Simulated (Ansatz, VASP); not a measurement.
One calculation of MgI2, two programs

POSCAR

```
MgI2
1.0
    0.0000000000      3.6175100672      3.7571231621
    3.6175100672      0.0000000000      3.7571231621
    3.6175100672      3.6175100672      0.0000000000
Mg I
1 2
Direct
    0.0000000000      0.0000000000      0.0000000000
    0.2500000000      0.2500000000      0.2500000000
    0.7500000000      0.7500000000      0.7500000000
```

Contents of INCAR.step1:

```
  ALGO = Normal
  EDIFF = 1E-4
  ENCUT = 520
  GGA = PE
  ISMEAR = 0
  LASPH = True
  LCHARG = False
  LREAL = False
  LWAVE = True
  NBANDS = 15
  NELM = 80
  PREC = Accurate
  SIGMA = 0.01
```

INCAR.step2

```
  ALGO = Normal
  EDIFF = 1E-6
  ENCUT = 520
  ISIF = 2
  ISMEAR = 0
  ISTART = 1
  LASPH = True
  LCHARG = True
  LELF = True
  LMIXTAU = True
  LREAL = False
  LVHAR = True
  LWAVE = False
  METAGGA = R2SCAN
  NBANDS = 15
  NELM = 80
  PREC = Accurate
  SIGMA = 0.01
```

File KPOINTS:

```
k-points
0
Gamma
  6 6 6
```

Input for Ansatz:

```yaml
crystal:
  lattice:
    - [0.0, 3.6175100672, 3.7571231621]
    - [3.6175100672, 0.0, 3.7571231621]
    - [3.6175100672, 3.6175100672, 0.0]
  atoms:
    - { symbol: Mg, position: [0.0, 0.0, 0.0] }
    - { symbol: I, position: [0.25, 0.25, 0.25] }
    - { symbol: I, position: [0.75, 0.75, 0.75] }
kpoints:
  mp_grid: { grid: [6, 6, 6] }
  band_path:
    path:
      - [0.0, 0.0, 0.0]
      - [0.5, 0.0, 0.5]
      - [0.625, 0.25, 0.625]
      - [0.375, 0.375, 0.75]
      - [0.5, 0.5, 0.5]
      - [0.5, 0.25, 0.75]
      - [0.0, 0.5, 0.5]
    npoints: 1
hamiltonian:
  xc: r2scan
scf:
  occupations: { method: fixed }
  n_extra_bands: 4
output:
  forces: true
  stress: true
  eigenvalues: true
```

Change from the starting cell: epitaxial_xy strain -3.7%.

Alike in both runs: task single point; functional r2SCAN; k mesh 6 × 6 × 6; no spin polarisation.

|  | VASP | Ansatz |
| --- | --- | --- |
| version | VASP 6.6.1 | Ansatz 0.2.0 |
| potentials or method | VASP PAW PBE potentials, release 64 (Mg, I) | plane waves, PAW |
| plane-wave cutoff (eV) | 520 | 500 |
| occupations | gaussian, width 0.01 eV | fixed |
| valence electrons in the cell | 16 | 44 |

Ansatz gave:

| Item | Value |
| --- | --- |
| gap on the k mesh at the Fermi level (eV) | 1.11 |
| pressure (GPa) | 2.8 |
| traceless stress, the component that is largest in VASP (GPa) | -2.80 |

Question: Estimate VASP's values.

Answer: gap on the k mesh at the Fermi level (eV): 1.08; pressure (GPa): 2.7; traceless stress, the component that is largest in VASP (GPa): -2.81.

VASP's potentials were made for PBE, not for r2SCAN. VASP's potentials hold 16 valence electrons a cell and Ansatz's 44, so a difference there can come from the potentials and not from the codes.

Spin-orbit coupling is off throughout.
